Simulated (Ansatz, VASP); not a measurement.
**Ir in VASP and in Ansatz**

The input INCAR:

```
ALGO = Normal
EDIFF = 1E-6
ENCUT = 500
GGA = PS
GGA_COMPAT = F
ISIF = 2
ISMEAR = 0
LASPH = T
LCHARG = T
LELF = T
LREAL = F
LVHAR = T
LWAVE = F
NBANDS = 14
NELM = 120
PREC = Accurate
SIGMA = 0.15
```

KPOINTS

```
k-points
0
Gamma
  22 22 22
```

POSCAR

```
Ir
1.0
    0.0000000000      1.9197000000      1.9197000000
    1.9197000000      0.0000000000      1.9197000000
    1.9197000000      1.9197000000      0.0000000000
Ir
1
Direct
    0.0000000000      0.0000000000      0.0000000000
```

Input for Ansatz:

```yaml
crystal:
  lattice:
    - [0.0, 1.9197, 1.9197]
    - [1.9197, 0.0, 1.9197]
    - [1.9197, 1.9197, 0.0]
  atoms:
    - { symbol: Ir, position: [0.0, 0.0, 0.0] }
basis:
  ecutwfc: 420
kpoints:
  mp_grid: { grid: [22, 22, 22] }
hamiltonian:
  xc: pbesol
scf:
  occupations: { method: gaussian, width: 0.15 }
output:
  forces: true
  stress: true
  eigenvalues: true
```

Alike in both runs: task single point; functional PBEsol; k mesh 22 × 22 × 22; occupations gaussian, width 0.15 eV; no spin polarisation.

|  | VASP | Ansatz |
| --- | --- | --- |
| version | VASP 6.6.1 | Ansatz 0.2.0 |
| potentials or method | VASP PAW PBE potentials, release 64 (Ir_sv_GW), cutoff 500 eV | scalar-relativistic, plane waves, PAW |
| valence electrons in the cell | 17 | 17 |

```tsv
	VASP	Ansatz	Ansatz less VASP
gap on the k mesh at the Fermi level (eV)	none	none	-
pressure (GPa)	-5.8	-2.6	+3.26
```

VASP's potentials were made for PBE, not for PBEsol. A gap of «none» marks a metal or a gap that the smearing closes. With one functional, cell and mesh, what is left measures potentials, basis and numerics.

Neither program's run includes spin-orbit coupling.
